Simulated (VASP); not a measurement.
# Rh (Fm-3m) in VASP: further runs, part 2 of 2

VASP 6.6.1.

## (4) Density of states, RPBE

The input, POSCAR:

```
Rh
1.0
    0.0000000000      1.8978500000      1.8978500000
    1.8978500000      0.0000000000      1.8978500000
    1.8978500000      1.8978500000      0.0000000000
Rh
1
Direct
    0.0000000000      0.0000000000      0.0000000000
```

The input, INCAR.step1:

```
SYSTEM = Rh
ALGO     = Normal         ! electronic algorithm
EDIFF    = 1E-6           ! SCF threshold, eV
ENCUT    = 460            ! plane-wave cutoff, eV
GGA      = RP             ! functional
GGA_COMPAT= .FALSE.      
ISIF     = 2              ! what is computed and relaxed
ISMEAR   = -1             ! smearing method
LASPH    = .TRUE.         ! aspherical terms in the spheres
LCHARG   = .TRUE.         ! write CHGCAR
LMAXMIX  = 4              ! l up to which the mixer works
LORBIT   = 11             ! projections on sites
LREAL    = .FALSE.        ! projectors in reciprocal space
LWAVE    = .FALSE.        ! write WAVECAR
NBANDS   = 14             ! bands
NEDOS    = 2001           ! points of the DOS
NELM     = 120            ! most SCF steps
PREC     = Accurate       ! precision mode
SIGMA    = 0.05           ! smearing width, eV
```

The input, KPOINTS.step1:

```
k-points
0
G
  7 7 7
  0 0 0
```

The input, INCAR.step2:

```
SYSTEM = Rh
ALGO     = Normal         ! electronic algorithm
EDIFF    = 1E-6           ! SCF threshold, eV
ENCUT    = 460            ! plane-wave cutoff, eV
GGA      = RP             ! functional
GGA_COMPAT= .FALSE.      
ICHARG   = 11             ! starting density
ISIF     = 2              ! what is computed and relaxed
ISMEAR   = -5             ! smearing method
LASPH    = .TRUE.         ! aspherical terms in the spheres
LCHARG   = .FALSE.        ! write CHGCAR
LMAXMIX  = 4              ! l up to which the mixer works
LORBIT   = 11             ! projections on sites
LREAL    = .FALSE.        ! projectors in reciprocal space
LWAVE    = .FALSE.        ! write WAVECAR
NEDOS    = 1001           ! points of the DOS
NELM     = 120            ! most SCF steps
PREC     = Accurate       ! precision mode
SIGMA    = 0.05           ! smearing width, eV
```

The input, KPOINTS.step2:

```
k-points
0
G
  11 11 11
  0 0 0
```

Potentials or basis: VASP PAW PBE potentials, release 64 (Rh_sv_GW).

Command:

```bash
$ cat potpaw_PBE.64/Rh_sv_GW/POTCAR > POTCAR
$ cp INCAR.step1 INCAR
$ cp KPOINTS.step1 KPOINTS
$ mpirun -np 1 vasp_std > vasp.out
$ cp INCAR.step2 INCAR
$ cp KPOINTS.step2 KPOINTS
$ mpirun -np 1 vasp_std > vasp.out
```

It used 17 s of CPU time on 1 thread of AMD EPYC 7R13 Processor (Zen 3) (shared host).

The run converged. Its results:

| Item | Value |
| --- | --- |
| Valence electrons inside the program's atomic spheres | Rh 15.00 |

Levels at points of the mesh, in eV from the Fermi level:
```tsv
k point	band 5	band 6	band 7	band 8	band 9	band 10	band 11	band 12
(0.00, 0.00, 0.00)	-7.95	-3.10	-3.10	-3.10	-1.00	-1.00	15.80	21.21
```

Caveat: the k points lie up to 0.41 Å⁻¹ apart; the PAW data sets were made with another functional, which shifts forces and pressure a little; tetrahedron occupations give inexact forces and stress in metals.

## (5) Vibrations by perturbation theory, LDA

The input, INCAR:

```
PREC = Accurate
ENCUT = 500
EDIFF = 1E-8
ISMEAR = -1
SIGMA = 0.05
LREAL = False
LASPH = True
NELM = 120
ALGO = Normal
ISIF = 2
LWAVE = False
LCHARG = False
NBANDS = 14
IBRION = 8
NSW = 1
GGA_COMPAT = False
```

The input, KPOINTS:

```
regular mesh
0
Gamma
  9 9 9
```

POSCAR is that of step 4.

Potentials or basis: VASP PAW LDA potentials, release 64 (Rh_pv).

Command:

```bash
$ cat potpaw_LDA.64/Rh_pv/POTCAR > POTCAR
$ mpirun -np 1 vasp_std > vasp.out
```

OUTCAR:

```text
PREC = Accurate
   ENCUT = 500
   EDIFF = 1E-8
   ISMEAR = -1
   LREAL = False
   LASPH = True
   NELM = 120
   ISIF = 2
   IBRION = 8
   NSW = 1

 ion  position               nearest neighbor table
   1  0.000  0.000  0.000-

  LATTYP: Found a face centered cubic cell.
 ALAT       =     3.7957000000

  Lattice vectors:

 A1 = (   0.0000000000,   1.8978500000,   1.8978500000)
 A2 = (   1.8978500000,   0.0000000000,   1.8978500000)
 A3 = (   1.8978500000,   1.8978500000,   0.0000000000)

Analysis of symmetry for initial positions (statically):
[... 33 lines left out ...]
                                     Primitive cell

  volume of cell :      13.6715

  direct lattice vectors                    reciprocal lattice vectors
     0.000000000  1.897850000  1.897850000    -0.263456016  0.263456016  0.263456016
     1.897850000  0.000000000  1.897850000     0.263456016 -0.263456016  0.263456016
     1.897850000  1.897850000  0.000000000     0.263456016  0.263456016 -0.263456016

  length of vectors
     2.683965209  2.683965209  2.683965209     0.456319205  0.456319205  0.456319205

  position of ions in fractional coordinates (direct lattice)
     0.000000000  0.000000000  0.000000000

  ion indices of the primitive-cell ions
   primitive index   ion index
                 1           1

----------------------------------------------------------------------------------------

 KPOINTS: regular mesh

Automatic generation of k-mesh.
 Grid dimensions read from file:
 generate k-points for:    9    9    9

 Generating k-lattice:

  Cartesian coordinates                     Fractional coordinates (reciprocal lattice)
    -0.029272891  0.029272891  0.029272891     0.111111111  0.000000000  0.000000000
     0.029272891 -0.029272891  0.029272891     0.000000000  0.111111111  0.000000000
     0.029272891  0.029272891 -0.029272891     0.000000000  0.000000000  0.111111111

  Length of vectors
     0.050702134  0.050702134  0.050702134

  Shift w.r.t. Gamma in fractional coordinates (k-lattice)
     0.000000000  0.000000000  0.000000000

 Subroutine IBZKPT returns following result:
 ===========================================

 Found     35 irreducible k-points:

 Following reciprocal coordinates:
            Coordinates               Weight
  0.000000  0.000000  0.000000      1.000000
  0.111111  0.000000  0.000000      8.000000
  0.222222  0.000000  0.000000      8.000000
  0.333333  0.000000  0.000000      8.000000
  0.444444  0.000000  0.000000      8.000000
  0.111111  0.111111  0.000000      6.000000
[... 16 lines left out ...]
 -0.333333  0.333333  0.000000     12.000000
  0.444444  0.444444  0.000000      6.000000
 [... further k-points ...]
   k-points           NKPTS =     35   k-points in BZ     NKDIM =     35   number of bands    NBANDS=     14
   number of dos      NEDOS =    301   number of ions     NIONS =      1
[... 58 lines left out ...]
  ---------------------------------------------------
  ext. energy  EPLUGINS =         0.00000000
  ---------------------------------------------------
  free energy    TOTEN  =        -8.67109035 eV

  energy without entropy =       -8.66226307  energy(sigma->0) =       -8.66667671

 E-fermi :  11.7411     XC(G=0): -14.3893

 val. band max:       11.7407650547   @ k =  -0.3333   0.3333   0.0000
 cond. band min:      11.7738479493   @ k =  -0.4444   0.4444   0.1111
 fundamental gap:      0.0330828945
 Fermi energy:        11.7411033596

 k-point     1 :       0.0000    0.0000    0.0000
  band No.  band energies     occupation
      1     -34.3761      2.00000
      2     -34.3761      2.00000
      3     -34.3761      2.00000
      4       3.7433      2.00000
      5       8.6732      2.00000
      6       8.6732      2.00000
      7       8.6732      2.00000
      8      10.8040      2.00000
      9      10.8040      2.00000
     10      27.7707      0.00000
     11      32.1107      0.00000
     12      33.1913      0.00000
     13      33.1913      0.00000
     14      33.1913      0.00000
[... 377 lines left out ...]
      1     -35.0711      2.00000
      2     -34.6466      2.00000
      3     -34.6466      2.00000
      4       5.4974      2.00000
      5       5.8452      2.00000
      6      12.3130      0.00002
      7      12.6099      0.00000
      8      12.6099      0.00000
      9      14.3695      0.00000
     10      24.9085      0.00000
     11      25.4277      0.00000
     12      25.4277      0.00000
     13      32.1041      0.00000
     14      34.7495      0.00000

 [... further k-points ...]
[... 5 lines left out ...]
  --------------------------------------------------------------------------------------
  -------------------------------------------------------------------------------------
  Total       -0.7482363     -0.7482363     -0.7482363     -0.0000000      0.0000000      0.0000000
  in kB      -87.6866961    -87.6866961    -87.6866961     -0.0000000      0.0000000      0.0000000
  external PRESSURE =     -87.6866961 kB  Pullay stress =       0.0000000 kB

 VOLUME and BASIS-vectors are now :
 -----------------------------------------------------------------------------
  energy-cutoff  :      500.00
  volume of cell :       13.67
      direct lattice vectors                 reciprocal lattice vectors
     0.000000000  1.897850000  1.897850000    -0.263456016  0.263456016  0.263456016
     1.897850000  0.000000000  1.897850000     0.263456016 -0.263456016  0.263456016
     1.897850000  1.897850000  0.000000000     0.263456016  0.263456016 -0.263456016

 POSITION                                       TOTAL-FORCE (eV/Angst)
 -----------------------------------------------------------------------------------
      0.00000      0.00000      0.00000        -0.000000     -0.000000     -0.000000
 -----------------------------------------------------------------------------------
    total drift:                                0.000000     -0.000000      0.000000

  FREE ENERGIE OF THE ION-ELECTRON SYSTEM (eV)
  ---------------------------------------------------
  free  energy   TOTEN  =        -8.6710903541 eV

  energy  without entropy=       -8.6622630732  energy(sigma->0) =       -8.66667671

[... ionic steps 2 to 3 ...]

--------------------------------------- Ionic step        4  -------------------------------------------

 Free energy of the ion-electron system (eV)
  ---------------------------------------------------
  ---------------------------------------------------
  free energy    TOTEN  =        -0.46598284 eV

  energy without entropy =       -0.46598284

------------------------ aborting loop because EDIFF is reached ----------------------------------------

 INTERNAL STRAIN TENSOR  FOR ION    1  DIRECTION 1   (eV/Angst):
 -----------------------------------------------------------------------------
     0.01046 -0.00000  0.00000
     0.00000 -0.00105  0.00000
     0.00000  0.00000 -0.00105

 INTERNAL STRAIN TENSOR FOR ION    1 for displacements in x,y,z  (eV/Angst):
          X           Y           Z          XY          YZ          ZX
  --------------------------------------------------------------------------------
  x     0.00000     0.00000     0.00000     0.00000     0.00000     0.00000
  y     0.00000     0.00000     0.00000     0.00000     0.00000     0.00000
  z     0.00000     0.00000     0.00000     0.00000     0.00000     0.00000

 SECOND DERIVATIVES (NOT SYMMETRIZED)
 ------------------------------------
               1X          1Y          1Z
  1X    -0.010976    0.000000    0.000000
  1Y     0.000000   -0.010976    0.000000
  1Z     0.000000    0.000000   -0.010976

 Eigenvectors and eigenvalues of the dynamical matrix
 ----------------------------------------------------

   1 f  =    0.161452 THz     1.014432 2PiTHz    5.385457 cm-1     0.667711 meV
             X         Y         Z           dx          dy          dz
      0.000000  0.000000  0.000000     1.000000    0.000000    0.000000

   2 f  =    0.161452 THz     1.014432 2PiTHz    5.385457 cm-1     0.667711 meV
             X         Y         Z           dx          dy          dz
      0.000000  0.000000  0.000000     0.000000    1.000000    0.000000

   3 f  =    0.161452 THz     1.014432 2PiTHz    5.385457 cm-1     0.667711 meV
             X         Y         Z           dx          dy          dz
      0.000000  0.000000  0.000000     0.000000    0.000000    1.000000

--------------------------------------------------------------------------------------------------------

 ELASTIC MODULI CONTR FROM IONIC RELAXATION (kBar)
 Direction    XX          YY          ZZ          XY          YZ          ZX
 --------------------------------------------------------------------------------
 XX           0.0000      0.0000      0.0000      0.0000      0.0000      0.0000
 YY           0.0000      0.0000      0.0000      0.0000      0.0000      0.0000
 ZZ           0.0000      0.0000      0.0000      0.0000      0.0000      0.0000
 XY           0.0000      0.0000      0.0000      0.0000      0.0000      0.0000
 YZ           0.0000      0.0000      0.0000      0.0000      0.0000      0.0000
 ZX           0.0000      0.0000      0.0000      0.0000      0.0000      0.0000
 --------------------------------------------------------------------------------
```

Run time: 20 s. Hardware: 1 thread of Intel Xeon Platinum 8559C (Emerald Rapids), shared host; peak memory 0.14 GiB.

## (6) Vibrations by perturbation theory, PBE

The input, INCAR:

```
SYSTEM = Rh
PREC = Accurate
ENCUT = 500
EDIFF = 1E-8
ISMEAR = -1
SIGMA = 0.05
LREAL = .False.
LASPH = .True.
NELM = 120
ALGO = Normal
ISIF = 2
LWAVE = .False.
LCHARG = .False.
GGA = PE
IBRION = 8
NSW = 1
GGA_COMPAT = .False.
```

The input, KPOINTS:

```
Automatic mesh
0
Gamma
  9 9 9
  0 0 0
```

POSCAR is that of step 5.

Potentials or basis: VASP PAW PBE potentials, release 64 (Rh_pv).

Command:

```bash
$ cat potpaw_PBE.64/Rh_pv/POTCAR > POTCAR
$ mpirun -np 1 vasp_std > vasp.out
```

OUTCAR:

```text
SYSTEM = Rh
   PREC = Accurate
   ENCUT = 500
   EDIFF = 1E-8
   ISMEAR = -1
   LREAL = .False.
   LASPH = .True.
   NELM = 120
   ISIF = 2
   GGA = PE
   IBRION = 8
   NSW = 1

 ion  position               nearest neighbor table
   1  0.000  0.000  0.000-

  LATTYP: Found a face centered cubic cell.
 ALAT       =     3.7957000000

  Lattice vectors:

 A1 = (   0.0000000000,   1.8978500000,   1.8978500000)
 A2 = (   1.8978500000,   0.0000000000,   1.8978500000)
 A3 = (   1.8978500000,   1.8978500000,   0.0000000000)

Analysis of symmetry for initial positions (statically):
[... 33 lines left out ...]
                                     Primitive cell

  volume of cell :      13.6715

  direct lattice vectors                    reciprocal lattice vectors
     0.000000000  1.897850000  1.897850000    -0.263456016  0.263456016  0.263456016
     1.897850000  0.000000000  1.897850000     0.263456016 -0.263456016  0.263456016
     1.897850000  1.897850000  0.000000000     0.263456016  0.263456016 -0.263456016

  length of vectors
[... 511 lines left out ...]
  ---------------------------------------------------
  free energy    TOTEN  =        -0.47030882 eV

  energy without entropy =       -0.47030881

------------------------ aborting loop because EDIFF is reached ----------------------------------------

 INTERNAL STRAIN TENSOR  FOR ION    1  DIRECTION 1   (eV/Angst):
 -----------------------------------------------------------------------------
     0.01039 -0.00000  0.00000
     0.00000 -0.00070  0.00000
     0.00000  0.00000 -0.00070

 INTERNAL STRAIN TENSOR FOR ION    1 for displacements in x,y,z  (eV/Angst):
          X           Y           Z          XY          YZ          ZX
  --------------------------------------------------------------------------------
  x     0.00000     0.00000     0.00000     0.00000     0.00000     0.00000
  y     0.00000     0.00000     0.00000     0.00000     0.00000     0.00000
  z     0.00000     0.00000     0.00000     0.00000     0.00000     0.00000

 SECOND DERIVATIVES (NOT SYMMETRIZED)
 ------------------------------------
               1X          1Y          1Z
  1X    -0.008434    0.000000    0.000000
  1Y     0.000000   -0.008434    0.000000
  1Z     0.000000    0.000000   -0.008434

 Eigenvectors and eigenvalues of the dynamical matrix
 ----------------------------------------------------

   1 f  =    0.141525 THz     0.889230 2PiTHz    4.720778 cm-1     0.585302 meV
             X         Y         Z           dx          dy          dz
      0.000000  0.000000  0.000000     1.000000    0.000000    0.000000

   2 f  =    0.141525 THz     0.889230 2PiTHz    4.720778 cm-1     0.585302 meV
             X         Y         Z           dx          dy          dz
      0.000000  0.000000  0.000000     0.000000    1.000000    0.000000

   3 f  =    0.141525 THz     0.889230 2PiTHz    4.720778 cm-1     0.585302 meV
             X         Y         Z           dx          dy          dz
      0.000000  0.000000  0.000000     0.000000    0.000000    1.000000

--------------------------------------------------------------------------------------------------------

 ELASTIC MODULI CONTR FROM IONIC RELAXATION (kBar)
 Direction    XX          YY          ZZ          XY          YZ          ZX
 --------------------------------------------------------------------------------
 XX           0.0000      0.0000      0.0000      0.0000      0.0000      0.0000
 YY           0.0000      0.0000      0.0000      0.0000      0.0000      0.0000
 ZZ           0.0000      0.0000      0.0000      0.0000      0.0000      0.0000
 XY           0.0000      0.0000      0.0000      0.0000      0.0000      0.0000
 YZ           0.0000      0.0000      0.0000      0.0000      0.0000      0.0000
 ZX           0.0000      0.0000      0.0000      0.0000      0.0000      0.0000
 --------------------------------------------------------------------------------
```

OSZICAR:

```text
N       E                     dE             d eps       ncg     rms          rms(c)
DAV:   1     0.113795314078E+03    0.11380E+03   -0.93180E+03   778   0.143E+03
DAV:   2    -0.642159395935E+01   -0.12022E+03   -0.11517E+03   788   0.384E+02
DAV:   3    -0.775205193205E+01   -0.13305E+01   -0.13249E+01   911   0.470E+01
DAV:   4    -0.776008731960E+01   -0.80354E-02   -0.80346E-02   818   0.374E+00
[... 31 lines left out ...]
RMM:  14    -0.470308842720E+00   -0.72352E-07    0.97280E-12  2787   0.498E-05    0.204E-06
RMM:  15    -0.470308799068E+00    0.43652E-07   -0.87745E-09  2388   0.360E-05    0.122E-06
RMM:  16    -0.470308816198E+00   -0.17130E-07   -0.24554E-10  2006   0.268E-05    0.693E-07
RMM:  17    -0.470308816535E+00   -0.33667E-09   -0.42046E-09  1353   0.209E-05    0.787E-07
 Linear response finished
```

stdout:

```text
POSCAR found type information on POSCAR Rh
 POSCAR found :  1 types and       1 ions
 scaLAPACK will be used
 LDA part: xc-table for (Slater+PW92), standard interpolation
 POSCAR, INCAR and KPOINTS ok, starting setup
 FFT: planning ... GRIDC
 FFT: planning ... GRID_SOFT
 FFT: planning ... GRID
 WAVECAR not read
 entering main loop
 Linear response reoptimize wavefunctions to high precision
 Linear response DOF=           1
 Linear response progress:
 first order change of Fermi-energy  -0.46714E-03
 force on displaced ion       1 direction 1 :  -0.008   0.000   0.000
 Linear response finished
```

It took 26 s on 1 thread of Intel Xeon Platinum 8559C (Emerald Rapids), shared host; peak memory 0.14 GiB.
